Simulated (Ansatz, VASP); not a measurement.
Ag in VASP and in Ansatz

```xyz
1
Lattice="0.0000 2.0017 2.0017 2.0017 0.0000 2.0017 2.0017 2.0017 0.0000" Properties=species:S:1:pos:R:3 pbc="T T T"
Ag    0.0000    0.0000    0.0000
```

Change from the starting cell: volume scaled by 0.9405.

Alike in both runs: task single point; functional PBE; k mesh 15 × 15 × 15; occupations fermi-dirac, width 0.05 eV; no spin polarisation.

```csv
,VASP,Ansatz
version,VASP 6.6.1,Ansatz 0.2.0
potentials or method,"VASP PAW PBE potentials, release 64 (Ag), cutoff 520 eV","all-electron LAPW, scalar-relativistic"
```

```tsv
	VASP	Ansatz	Ansatz less VASP
pressure (GPa)	12.8	13.0	+0.22
```

Ansatz ran all-electron here, and VASP with PAW potentials.
